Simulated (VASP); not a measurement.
# HfB (Fm-3m) in VASP: further runs, part 2 of 2

VASP 6.6.1. The steps go on from the part before.

## (6) Elastic constants, LDA

File INCAR:

```
ALGO = Normal
EDIFF = 1E-8
ENCUT = 600
GGA = CA
IBRION = 6
ISIF = 3
ISMEAR = -1
LASPH = True
LCHARG = True
LREAL = False
LWAVE = False
NBANDS = 14
NELM = 100
NFREE = 2
NSW = 1
POTIM = 0.015
PREC = Accurate
SIGMA = 0.05
```

File KPOINTS:

```
k-points
0
Gamma
  7 7 7
```

File POSCAR:

```
HfB
1.0
    0.0000000000      2.3100000000      2.3100000000
    2.3100000000      0.0000000000      2.3100000000
    2.3100000000      2.3100000000      0.0000000000
Hf B
1 1
Direct
    0.5000000000      0.5000000000      0.5000000000
    0.0000000000      0.0000000000      0.0000000000
```

Potentials or basis: VASP PAW LDA potentials, release 64 (Hf_pv, B).

Command:

```sh
> cat potpaw_LDA.64/Hf_pv/POTCAR potpaw_LDA.64/B/POTCAR > POTCAR
> mpirun -np 1 vasp_std > vasp.out
```

OUTCAR:

```text
EDIFF = 1E-8
   ENCUT = 600
   GGA = CA
   IBRION = 6
   ISIF = 3
   ISMEAR = -1
   LASPH = True
   LREAL = False
   NELM = 100
   NFREE = 2
   NSW = 1
   POTIM = 0.015
   PREC = Accurate

 ion  position               nearest neighbor table
   1  0.500  0.500  0.500-   2 2.31   2 2.31   2 2.31   2 2.31   2 2.31   2 2.31
   2  0.000  0.000  0.000-   1 2.31   1 2.31   1 2.31   1 2.31   1 2.31   1 2.31

  LATTYP: Found a face centered cubic cell.
 ALAT       =     4.6200000000

  Lattice vectors:

 A1 = (   0.0000000000,   2.3100000000,   2.3100000000)
 A2 = (   2.3100000000,   0.0000000000,   2.3100000000)
 A3 = (   2.3100000000,   2.3100000000,   0.0000000000)

Analysis of symmetry for initial positions (statically):
=====================================================================
 Subroutine PRICEL returns:
 Original cell was already a primitive cell.

 Routine SETGRP: Setting up the symmetry group for a
 face centered cubic supercell.

 Subroutine GETGRP returns: Found 48 space group operations
 (whereof 48 operations were pure point group operations)
 out of a pool of 48 trial point group operations.

The static configuration has the point symmetry O_h .

Analysis of symmetry for dynamics (positions and initial velocities):
=====================================================================
 Subroutine PRICEL returns:
 Original cell was already a primitive cell.

 Routine SETGRP: Setting up the symmetry group for a
 face centered cubic supercell.

 Subroutine GETGRP returns: Found 48 space group operations
 (whereof 48 operations were pure point group operations)
 out of a pool of 48 trial point group operations.

The dynamic configuration has the point symmetry O_h .

 Subroutine INISYM returns: Found 48 space group operations
 (whereof 48 operations are pure point group operations),
 and found     1 'primitive' translations

----------------------------------------------------------------------------------------

                                     Primitive cell

  volume of cell :      24.6528

  direct lattice vectors                    reciprocal lattice vectors
     0.000000000  2.310000000  2.310000000    -0.216450216  0.216450216  0.216450216
     2.310000000  0.000000000  2.310000000     0.216450216 -0.216450216  0.216450216
     2.310000000  2.310000000  0.000000000     0.216450216  0.216450216 -0.216450216

  length of vectors
     3.266833329  3.266833329  3.266833329     0.374902772  0.374902772  0.374902772

  position of ions in fractional coordinates (direct lattice)
     0.500000000  0.500000000  0.500000000
     0.000000000  0.000000000  0.000000000

  ion indices of the primitive-cell ions
   primitive index   ion index
                 1           1
                 2           2

[... 296 lines left out ...]

 number of electron      13.0000000 magnetization

 Free energy of the ion-electron system (eV)
  ---------------------------------------------------
  ext. energy  EPLUGINS =         0.00000000
  ---------------------------------------------------
  free energy    TOTEN  =       -18.85904568 eV

  energy without entropy =      -18.84529035  energy(sigma->0) =      -18.85216801

 E-fermi :   5.0510     XC(G=0): -12.4534

 val. band max:        5.0283154524   @ k =   0.4286   0.2857   0.1429
 cond. band min:       5.0756224366   @ k =  -0.1429   0.1429   0.0000
 fundamental gap:      0.0473069842
 Fermi energy:         5.0509980581

 k-point     1 :       0.0000    0.0000    0.0000
  band No.  band energies     occupation
      1     -23.0673      2.00000
      2     -23.0670      2.00000
      3     -23.0670      2.00000
      4      -4.3491      2.00000
      5       7.2067      0.00000
      6       7.2067      0.00000
      7       7.2117      0.00000
      8       8.9820      0.00000
      9       9.0469      0.00000
     10       9.0469      0.00000
     11       9.2523      0.00000
     12       9.3132      0.00000
     13      16.8523      0.00000
     14      18.1980      0.00000
[... 377 lines left out ...]
      1     -23.7596      2.00000
      2     -23.2537      2.00000
      3     -23.1684      2.00000
      4       0.4954      2.00000
      5       0.8946      2.00000
      6       3.8899      2.00000
      7       3.9762      2.00000
      8      10.9286      0.00000
      9      11.1893      0.00000
     10      12.0299      0.00000
     11      15.5162      0.00000
     12      17.3553      0.00000
     13      18.4378      0.00000
     14      19.3408      0.00000

 [... further k-points ...]
[... 5 lines left out ...]
  --------------------------------------------------------------------------------------
  -------------------------------------------------------------------------------------
  Total        3.0407379      3.0323825      3.0323825      0.0000000      0.0000000      0.0000000
  in kB      197.6166952    197.0736780    197.0736780      0.0000000      0.0000000      0.0000000
  external PRESSURE =     197.2546837 kB  Pullay stress =       0.0000000 kB
[... 17 lines left out ...]
  FREE ENERGIE OF THE ION-ELECTRON SYSTEM (eV)
  ---------------------------------------------------
  free  energy   TOTEN  =       -18.8590456809 eV

  energy  without entropy=      -18.8452903473  energy(sigma->0) =      -18.85216801

 INTERNAL STRAIN TENSORS FROM STRAINED CELLS
 ============================================

 INTERNAL STRAIN TENSOR FOR ION    1 for displacements in x,y,z  (eV/Angst):
          X           Y           Z          XY          YZ          ZX
  --------------------------------------------------------------------------------
  x     0.00000     0.00000     0.00000    -0.00000    -0.00000     0.00000
  y     0.00000     0.00000    -0.00000     0.00000     0.00000     0.00000
  z    -0.00000    -0.00000     0.00000    -0.00000    -0.00000     0.00000

 INTERNAL STRAIN TENSORS FROM DISPLACED ATOMS
 ============================================

 INTERNAL STRAIN TENSOR FOR ION    1 for displacements in x,y,z  (eV/Angst):
          X           Y           Z          XY          YZ          ZX
  --------------------------------------------------------------------------------
  x     0.00000     0.00000     0.00000     0.00000     0.00000     0.00000
  y     0.00000     0.00000     0.00000     0.00000     0.00000     0.00000
  z     0.00000     0.00000     0.00000     0.00000     0.00000     0.00000

 INTERNAL STRAIN TENSOR FOR ION    2 for displacements in x,y,z  (eV/Angst):
          X           Y           Z          XY          YZ          ZX
  --------------------------------------------------------------------------------
  x     0.00000     0.00000     0.00000     0.00000     0.00000     0.00000
  y     0.00000     0.00000     0.00000     0.00000     0.00000     0.00000
  z     0.00000     0.00000     0.00000     0.00000     0.00000     0.00000

 Eigenvectors and eigenvalues of the dynamical matrix
 ----------------------------------------------------

   1 f  =   15.537855 THz    97.627221 2PiTHz  518.287050 cm-1    64.259375 meV
             X         Y         Z           dx          dy          dz
      2.310000  2.310000  2.310000     0.238964   -0.000000   -0.000000
      0.000000  0.000000  0.000000    -0.971028    0.000000   -0.000000
[... 21 lines left out ...]
   6 f/i=    0.000205 THz     0.001288 2PiTHz    0.006837 cm-1     0.000848 meV
             X         Y         Z           dx          dy          dz
      2.310000  2.310000  2.310000     0.002753    0.048638    0.969806
      0.000000  0.000000  0.000000     0.000677    0.011969    0.238663

--------------------------------------------------------------------------------------------------------

 ELASTIC MODULI CONTR FROM IONIC RELAXATION (kBar)
 Direction    XX          YY          ZZ          XY          YZ          ZX
 --------------------------------------------------------------------------------
 XX           0.0000      0.0000      0.0000      0.0000      0.0000      0.0000
 YY           0.0000      0.0000      0.0000      0.0000      0.0000      0.0000
 ZZ           0.0000      0.0000      0.0000      0.0000      0.0000      0.0000
 XY           0.0000      0.0000      0.0000      0.0000      0.0000      0.0000
 YZ           0.0000      0.0000      0.0000      0.0000      0.0000      0.0000
 ZX           0.0000      0.0000      0.0000      0.0000      0.0000      0.0000
 --------------------------------------------------------------------------------

 TOTAL ELASTIC MODULI (kBar)
 Direction    XX          YY          ZZ          XY          YZ          ZX
 --------------------------------------------------------------------------------
 XX        5686.7126    817.2937    817.2937      0.0000     -0.0000      0.0000
 YY         817.2937   5686.7126    817.2937     -0.0000      0.0000      0.0000
 ZZ         817.2937    817.2937   5686.7126     -0.0000      0.0000     -0.0000
 XY           0.0000     -0.0000     -0.0000    262.7422      0.0000     -0.0000
 YZ          -0.0000      0.0000      0.0000      0.0000    262.7422     -0.0000
 ZX           0.0000      0.0000     -0.0000     -0.0000     -0.0000    262.7422
 --------------------------------------------------------------------------------
```

OSZICAR:

```text
N       E                     dE             d eps       ncg     rms          rms(c)
DAV:   1     0.253281072443E+02    0.25328E+02   -0.74343E+03   560   0.962E+02
DAV:   2    -0.193598807080E+02   -0.44688E+02   -0.42651E+02   686   0.214E+02
DAV:   3    -0.205568461570E+02   -0.11970E+01   -0.11902E+01   710   0.229E+01
DAV:   4    -0.205605825357E+02   -0.37364E-02   -0.37359E-02   608   0.162E+00
[... 183 lines left out ...]
DAV:   3    -0.188590409180E+02    0.43766E-03   -0.13263E-03  1276   0.179E-01    0.301E-02
DAV:   4    -0.188590458917E+02   -0.49737E-05   -0.81023E-05  1306   0.546E-02    0.233E-02
DAV:   5    -0.188590457673E+02    0.12445E-06   -0.84608E-07  1380   0.817E-03    0.772E-03
DAV:   6    -0.188590456842E+02    0.83133E-07   -0.15227E-07  1282   0.300E-03    0.162E-03
DAV:   7    -0.188590456809E+02    0.32678E-08   -0.15708E-08  1038   0.755E-04
  17 F= -.18859046E+02 E0= -.18852168E+02  d E =-.137553E-01
```

Run time: 2.8 min. Hardware: 1 thread of Intel Xeon 6975P-C (Granite Rapids), shared host; peak memory 0.21 GiB.

What came out:

- Elastic constants C11, C12, C44: 569, 82, 26 GPa
- Voigt bulk modulus: 244 GPa
- Highest phonon frequency at Γ, LO-TO splitting left out: 518 cm⁻¹

Phonon frequencies in cm⁻¹ (negative: imaginary):
```
              q point        frequencies
(0.000, 0.000, 0.000)  0 0 0 518 518 518
```

Elastic tensor in Voigt notation (GPa, in the Cartesian axes of the cell as first typed):
```
569  82  82   0   0   0
 82 569  82   0   0   0
 82  82 569   0   0   0
  0   0   0  26   0   0
  0   0   0   0  26   0
  0   0   0   0   0  26
```

Clamped-ion elastic tensor (GPa):
```
569  82  82   0   0   0
 82 569  82   0   0   0
 82  82 569   0   0   0
  0   0   0  26   0   0
  0   0   0   0  26   0
  0   0   0   0   0  26
```

Caveat: the cell is under stress, which shifts elastic constants; spin-orbit coupling is left out, which moves the levels of the heavy elements.
